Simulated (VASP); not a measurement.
## Rh: relaxation of cell and atoms with PBEsol

The system is Rh.

```xyz
1
Lattice="0.0000 1.9030 1.9030 1.9030 0.0000 1.9030 1.9030 1.9030 0.0000" Properties=species:S:1:pos:R:3 pbc="T T T"
Rh    0.0000    0.0000    0.0000
```

| Item | Value |
| --- | --- |
| Program | VASP 6.6.1 |
| Task | relaxation of cell and atoms |
| Functional | PBEsol |
| Potentials or basis | VASP PAW PBE potentials, release 64 (Rh_pv) |
| Cutoff | 600 eV |
| k mesh | 18 × 18 × 18 |
| Occupations | gaussian, width 0.1 eV |
| Spin | no spin polarisation |
| Dipole correction | no |
| Further INCAR settings | ALGO = Normal; EDIFF = 1e-06; IBRION = 2; EDIFFG = -0.005; NSW = 100; ISIF = 3 |

* Relaxed volume: 13.49 Å³/atom
* Relaxed cell: a = 2.672 Å, b = 2.672 Å, c = 2.672 Å, α = 60.00°, β = 60.00°, γ = 60.00°
* Space group after relaxing (to 0.05 Å): Fm-3m (No. 225)
* Energy gained by relaxing: 5.5 meV/atom
* Ionic steps: 4
* Pressure after relaxing: 0.0 GPa

The path:
```csv
step,energy change (eV),largest force (eV/Å),pressure (GPa),volume (Å³)
1,0.0000,0.0000,-5.97,13.78
2,0.0332,0.0000,18.45,12.78
3,-0.0055,0.0000,-0.15,13.50
4,-0.0055,0.0000,0.04,13.49
```

Final structure:
```
CELL_PARAMETERS angstrom
0.00000 1.88958 1.88958
1.88958 0.00000 1.88958
1.88958 1.88958 0.00000
ATOMIC_POSITIONS crystal
Rh 0.00000 0.00000 0.00000
```

Levels at points of the mesh, in eV from the Fermi level:
| k point | band 5 | band 6 | band 7 | band 8 | band 9 | band 10 |
| --- | --- | --- | --- | --- | --- | --- |
| (0.00, 0.00, 0.00) | -3.20 | -3.20 | -3.20 | -1.02 | -1.02 | 15.91 |
| (0.50, 0.00, 0.00) | -3.27 | -3.27 | 0.59 | 0.59 | 0.62 | 8.77 |
| (0.50, 0.50, 0.00) | -6.16 | 0.57 | 1.02 | 1.02 | 3.20 | 12.46 |

Wall time 28 s on 1 thread of Intel(R) Xeon(R) 6975P-C (Granite Rapids), with other jobs on the host, peak memory 0.17 GiB.

Caveat: the PAW data sets were made with another functional, which shifts forces and pressure a little.
